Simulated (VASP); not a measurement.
# Ti2BN3 (P6/mmm) in VASP: notebook, part 2 of 2

VASP 6.6.1.

## (4) Relaxation of cell and atoms, PBE

This run uses another cell than the first one, of 10.29 Å³/atom, 0.943 times its volume.

INCAR reads:

```
SYSTEM = Ti2BN3
ALGO = Normal ; EDIFF = 1E-6
EDIFFG = -0.01 ; ENCUT = 600
GGA = PE ; IBRION = 2
ISIF = 3 ; ISMEAR = 0
LASPH = .TRUE. ; LCHARG = .FALSE.
LREAL = .FALSE. ; LWAVE = .FALSE.
NELM = 80 ; NSW = 100
PREC = Accurate ; SIGMA = 0.1
```

KPOINTS reads:

```
k-points
0
G
  12 12 12
  0 0 0
```

POSCAR reads:

```
Ti2BN3
1.0
    4.9051563800      0.0000000000      0.0000000000
   -2.4525781900      4.2479900300      0.0000000000
    0.0000000000      0.0000000000      2.9630827500
Ti B N
2 1 3
Direct
    0.3333333300      0.6666666700      0.0000000000
    0.6666666700      0.3333333300      0.0000000000
    0.0000000000      0.0000000000      0.0000000000
    0.5000000000      0.0000000000      0.5000000000
    0.5000000000      0.5000000000      0.5000000000
    0.0000000000      0.5000000000      0.5000000000
```

Potentials or basis: VASP PAW PBE potentials, release 64 (Ti_sv, B, N).

Started as:

```bash
$ cat potpaw_PBE.64/Ti_sv/POTCAR potpaw_PBE.64/B/POTCAR potpaw_PBE.64/N/POTCAR > POTCAR
$ mpirun -np 1 vasp_std > vasp.out
```

OUTCAR:

```text
SYSTEM = Ti2BN3
   EDIFF = 1E-6
   EDIFFG = -0.01
   ENCUT = 600
   GGA = PE
   IBRION = 2
   ISIF = 3
   ISMEAR = 0
   LASPH = .TRUE.
   LREAL = .FALSE.
   NELM = 80
   NSW = 100
   PREC = Accurate

 ion  position               nearest neighbor table
   1  0.333  0.667  0.000-   4 2.05   4 2.05   6 2.05   6 2.05   5 2.05   5 2.05   2 2.83   2 2.83
                             2 2.83
   2  0.667  0.333  0.000-   4 2.05   4 2.05   6 2.05   6 2.05   5 2.05   5 2.05   1 2.83   1 2.83
                             1 2.83
   3  0.000  0.000  0.000-
   4  0.500  0.000  0.500-   1 2.05   2 2.05   1 2.05   2 2.05
   5  0.500  0.500  0.500-   1 2.05   2 2.05   1 2.05   2 2.05
   6  0.000  0.500  0.500-   1 2.05   2 2.05   1 2.05   2 2.05

  LATTYP: Found a hexagonal cell.
 ALAT       =     4.9051563800
 C/A-ratio  =     0.6040750835

  Lattice vectors:

 A1 = (   4.9051563800,   0.0000000000,   0.0000000000)
 A2 = (  -2.4525781900,   4.2479900300,   0.0000000000)
 A3 = (   0.0000000000,   0.0000000000,   2.9630827500)

Analysis of symmetry for initial positions (statically):
=====================================================================
 Subroutine PRICEL returns:
 Original cell was already a primitive cell.

 Routine SETGRP: Setting up the symmetry group for a
 hexagonal supercell.

 Subroutine GETGRP returns: Found 24 space group operations
 (whereof 24 operations were pure point group operations)
 out of a pool of 24 trial point group operations.

The static configuration has the point symmetry D_6h.

Analysis of symmetry for dynamics (positions and initial velocities):
=====================================================================
 Subroutine PRICEL returns:
 Original cell was already a primitive cell.

 Routine SETGRP: Setting up the symmetry group for a
 hexagonal supercell.

 Subroutine GETGRP returns: Found 24 space group operations
 (whereof 24 operations were pure point group operations)
 out of a pool of 24 trial point group operations.

The dynamic configuration has the point symmetry D_6h.

 Subroutine INISYM returns: Found 24 space group operations
 (whereof 24 operations are pure point group operations),
 and found     1 'primitive' translations

----------------------------------------------------------------------------------------

                                     Primitive cell

  volume of cell :      61.7419

  direct lattice vectors                    reciprocal lattice vectors
     4.905156380  0.000000000  0.000000000     0.203867099  0.117702724  0.000000000
    -2.452578190  4.247990030  0.000000000     0.000000000  0.235405449  0.000000000
     0.000000000  0.000000000  2.963082750     0.000000000  0.000000000  0.337486356

  length of vectors
     4.905156380  4.905156376  2.963082750     0.235405449  0.235405449  0.337486356

  position of ions in fractional coordinates (direct lattice)
     0.333333330  0.666666670  0.000000000
     0.666666670  0.333333330  0.000000000
     0.000000000  0.000000000  0.000000000
     0.500000000  0.000000000  0.500000000
     0.500000000  0.500000000  0.500000000
     0.000000000  0.500000000  0.500000000

  ion indices of the primitive-cell ions
[... 58 lines left out ...]
  0.250000  0.000000  0.083333     12.000000
  0.333333  0.000000  0.083333     12.000000
 [... further k-points ...]
   k-points           NKPTS =    133   k-points in BZ     NKDIM =    133   number of bands    NBANDS=     25
   number of dos      NEDOS =    301   number of ions     NIONS =      6
   total plane-waves  NPLWV =  38400
   dimension x,y,z NGX =    40 NGY =   40 NGZ =   24
   dimension x,y,z NGXF=    80 NGYF=   80 NGZF=   48
   ions per type =               2   1   3
   NGX,Y,Z   is equivalent  to a cutoff of  13.56, 13.56, 13.47 a.u.
   NGXF,Y,Z  is equivalent  to a cutoff of  27.11, 27.11, 26.93 a.u.
 SYSTEM =  Ti2BN3
   PREC   = accura    normal or accurate (medium, high low for compatibility)
   ISTART =      0    job   : 0-new  1-cont  2-samecut
   ICHARG =      2    charge: 1-file 2-atom 10-const
   ISPIN  =      1    spin polarized calculation?
   LNONCOLLINEAR =      F non collinear calculations
   LSORBIT =      F    spin-orbit coupling
   LASPH  =      T    aspherical Exc in radial PAW
   ENCUT  =  600.0 eV  44.10 Ry    6.64 a.u.   9.80  9.80  5.92*2*pi/ulx,y,z
   NELM   =     80;   NELMIN=  2; NELMDL= -5     # of ELM steps
   EDIFF  = 0.1E-05   stopping-criterion for ELM
   LREAL  =      F    real-space projection
   EDIFFG = -.1E-01   stopping-criterion for IOM
   NSW    =    100    number of steps for IOM
   IBRION =      2    ionic relax: 0-MD 1-quasi-New 2-CG
   NFREE  =      1    steps in history (QN), initial steepest desc. (CG)
   ISIF   =      3    stress and relaxation
   ISYM   =      2    0-nonsym 1-usesym 2-fastsym
   POTIM  = 0.5000    time-step for ionic-motion
   TEBEG  =    0.0;   TEEND  =   0.0 temperature during run
   PSTRESS=    0.0 pullay stress
   NELECT =      42.0000    total number of electrons
   NUPDOWN=      -1.0000    fix difference up-down
   EMIN   =  10.00;   EMAX   =-10.00  energy-range for DOS
   EFERMI =   0.00;   METHOD = LEGACY
   ISMEAR =     0;   SIGMA  =   0.10  broadening in eV -4-tet -1-fermi 0-gaus
   EFERMI_NEDOS =   21; number of points for ismear=-14 and -15
   IALGO  =     38    algorithm
   IMIX   =      4    mixing-type and parameters
     AMIX     =   0.40;   BMIX     =  1.00
     AMIX_MAG =   1.60;   BMIX_MAG =  1.00
  volume/ion in A,a.u.               =      10.29        69.44
  Fermi-wavevector in a.u.,A,eV,Ry     =   1.439786  2.720801 28.204648  2.072983
  Thomas-Fermi vector in A             =   2.558603
   LORBIT       =      0    0 simple, 1 ext, 2 COOP (PROOUT), +10 PAW based schemes
   GGA     = PE    functional components
   LHFCALC =     F    Hartree Fock is set to
   AEXX    =    0.0000 exact exchange contribution
   IVDW    =     0    specifies the selected vdW correction
   LEPSILON=     F    determine dielectric tensor
   LRPA    =     F    only Hartree local field effects (RPA)
 conjugate gradient relaxation of ions
 non-spin polarized calculation
 Gauss-broadening in eV      SIGMA  =   0.10
  energy-cutoff  :      600.00
  volume of cell :       61.74
 maximum number of plane-waves:      2094
 NGX is ok and might be reduce to    40
   NGX = 19   NGY = 19   NGZ = 11

--------------------------------------- Ionic step        1  -------------------------------------------

 number of electron      42.0000001 magnetization

 Free energy of the ion-electron system (eV)
  ---------------------------------------------------
  ext. energy  EPLUGINS =         0.00000000
  ---------------------------------------------------
  free energy    TOTEN  =       -47.34052127 eV

  energy without entropy =      -47.32872420  energy(sigma->0) =      -47.33462274

------------------------ aborting loop because EDIFF is reached ----------------------------------------

  FORCE on cell =-STRESS in cart. coord.  units (eV):
  Direction    XX          YY          ZZ          XY          YZ          ZX
  --------------------------------------------------------------------------------------
  -------------------------------------------------------------------------------------
  Total        6.4192377      6.4192376    -10.4549919      0.0000000      0.0000000      0.0000000
  in kB      166.5765681    166.5765677   -271.3027251      0.0000000      0.0000000      0.0000000
  external PRESSURE =      20.6168036 kB  Pullay stress =       0.0000000 kB
[... 227 lines left out ...]
--------------------------------------- Ionic step        7  -------------------------------------------

 number of electron      42.0000000 magnetization

 Free energy of the ion-electron system (eV)
  ---------------------------------------------------
  ext. energy  EPLUGINS =         0.00000000
  ---------------------------------------------------
  free energy    TOTEN  =       -48.32321665 eV

  energy without entropy =      -48.31504797  energy(sigma->0) =      -48.31913231

 E-fermi :   6.4665     XC(G=0): -11.5228

 val. band max:        6.4406544296   @ k =   0.2500   0.0000   0.3333
 cond. band min:       6.4734501499   @ k =   0.3333   0.0000   0.5000
 fundamental gap:      0.0327957203
 Fermi energy:         6.4665010842

 k-point     1 :       0.0000    0.0000    0.0000
  band No.  band energies     occupation
      1     -50.5444      2.00000
      2     -50.5008      2.00000
      3     -26.9575      2.00000
      4     -26.9575      2.00000
      5     -26.7228      2.00000
      6     -26.7228      2.00000
[... 661 lines left out ...]
     24       8.7260      0.00000
     25       8.8323      0.00000

 [... further k-points ...]

------------------------ aborting loop because EDIFF is reached ----------------------------------------

  FORCE on cell =-STRESS in cart. coord.  units (eV):
  Direction    XX          YY          ZZ          XY          YZ          ZX
  --------------------------------------------------------------------------------------
  -------------------------------------------------------------------------------------
  Total        0.0548829      0.0548829     -0.0535881     -0.0000000      0.0000000      0.0000000
  in kB        1.3427580      1.3427580     -1.3110796     -0.0000000      0.0000000      0.0000000
  external PRESSURE =       0.4581455 kB  Pullay stress =       0.0000000 kB
[... 21 lines left out ...]
  FREE ENERGIE OF THE ION-ELECTRON SYSTEM (eV)
  ---------------------------------------------------
  free  energy   TOTEN  =       -48.3232166474 eV

  energy  without entropy=      -48.3150479684  energy(sigma->0) =      -48.31913231

 reached required accuracy - stopping structural energy minimisation
```

Run time: 8.1 min. Hardware: 1 thread of Intel Xeon 6975P-C (Granite Rapids), shared host; peak memory 0.38 GiB.

Results:

```yaml
Free_energy: -48.3232 eV
Relaxed_volume: 10.91 Å³/atom
Relaxed_cell: a = 5.271 Å, b = 5.271 Å, c = 2.721 Å, α = 90.00°, β = 90.00°, γ = 120.00°
Space_group_after_relaxing_to_0.05_Å: P6/mmm (No. 191)
Energy_gained_by_relaxing: 163.8 meV/atom
Ionic_steps: 7
Pressure_after_relaxing: 0.0 GPa
Band_gap_on_the_k_mesh: zero (band 21 reaches 7.02 eV, above the bottom of band 22 at 5.80 eV)
```

The path:
```tsv
step	energy change (eV)	largest force (eV/Å)	pressure (GPa)	volume (Å³)
1	0.0000	0.0000	2.06	61.74
2	-0.8982	0.0000	8.68	62.54
3	-0.9007	0.0000	9.48	62.57
4	-0.9026	0.0000	-7.63	68.70
5	-0.9822	0.0000	0.12	65.56
6	-0.9822	0.0000	0.29	65.50
7	-0.9827	0.0000	0.05	65.49
```

Final structure:
```
Ti B N
1.0
     5.27137    0.00000    0.00000
    -2.63569    4.56514    0.00000
     0.00000    0.00000    2.72127
Ti B N
2 1 3
Cartesian
  0.0000 3.0434 0.0000
  2.6357 1.5217 2.7213
  5.2714 0.0000 0.0000
  2.6357 0.0000 1.3606
  1.3178 2.2826 1.3606
  3.9535 2.2826 1.3606
```

## (5) Summary

| task | spin | cell | k mesh | cutoff (eV) | gap on the mesh (eV) | pressure (GPa) |
| --- | --- | --- | --- | --- | --- | --- |
| single point | off | a = 5.272, b = 5.272, c = 2.719 Å, angles 90.0, 90.0, 120.0°, 6 atoms | 12 × 12 × 14 | 520 | none | 0.3 |
| single point | collinear, ferromagnetic start | a = 4.905, b = 4.905, c = 2.963 Å, angles 90.0, 90.0, 120.0°, 6 atoms | 6 × 6 × 6 | 520 | none | 2.4 |
| relaxation of cell and atoms | off | relaxed from a = 4.905, b = 4.905, c = 2.963 Å, angles 90.0, 90.0, 120.0°, 6 atoms | 12 × 12 × 12 | 600 | none | 0.0 |

Alike in all rows: level PBE; potentials or basis VASP PAW PBE potentials, release 64 (Ti_sv, B, N); smearing gaussian 0.1 eV.

Total energies depend on the potentials used, so only differences within one code and one set of settings carry meaning.
